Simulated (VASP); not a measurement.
Set up this calculation in VASP 6.6.1, as the native input.

```yaml
Task: single point
Functional: PBEsol
Potentials_or_basis: VASP PAW PBE potentials, release 64 (Bi_d, Te)
Cutoff: 520 eV
k_mesh: 14 × 14 × 14
Occupations: gaussian, width 0.15 eV
Spin: no spin polarisation
Dipole_correction: no
Further_INCAR_settings: ALGO = Normal; EDIFF = 1e-07; NBANDS = 18
```

The structure of BiTe lies in POSCAR:

```
BiTe
1.0
    0.0000000000      3.1864750000      3.2350000000
    3.1864750000      0.0000000000      3.2350000000
    3.1864750000      3.1864750000      0.0000000000
Bi Te
1 1
Direct
    0.0000000000      0.0000000000      0.0000000000
    0.5000000000      0.5000000000      0.5000000000
```

This cell differs from its parent crystal: strain -0.015 along x and y, +0.000 along z.

The input as run:

INCAR

```
SYSTEM = BiTe
PREC     = Accurate       ! precision mode
ENCUT    = 520            ! plane-wave cutoff, eV
EDIFF    = 1E-7           ! SCF threshold, eV
ISMEAR   = 0              ! smearing method
SIGMA    = 0.15           ! smearing width, eV
LREAL    = .FALSE.        ! projectors in reciprocal space
LASPH    = .TRUE.         ! aspherical terms in the spheres
NELM     = 80             ! most SCF steps
ALGO     = Normal         ! electronic algorithm
ISIF     = 2              ! what is computed and relaxed
LWAVE    = .FALSE.        ! write WAVECAR
LCHARG   = .FALSE.        ! write CHGCAR
GGA      = PS             ! functional
NBANDS   = 18             ! bands
```

KPOINTS

```
regular mesh
0
G
  14 14 14
  0 0 0
```

Potentials or basis: VASP PAW PBE potentials, release 64 (Bi_d, Te).

Launch:

```console
$ cat potpaw_PBE.64/Bi_d/POTCAR potpaw_PBE.64/Te/POTCAR > POTCAR
$ mpirun -np 1 vasp_std > vasp.out
```

Results of the run:

- Pressure: -0.2 GPa

Caveat: the cell differs from its parent crystal (strain -0.015 along x and y, +0.000 along z); the PAW data sets were made with another functional, which shifts forces and pressure a little.

Wall time 4.4 min on 1 thread of Intel Xeon 6975P-C, on a shared host, peak memory 0.43 GiB.
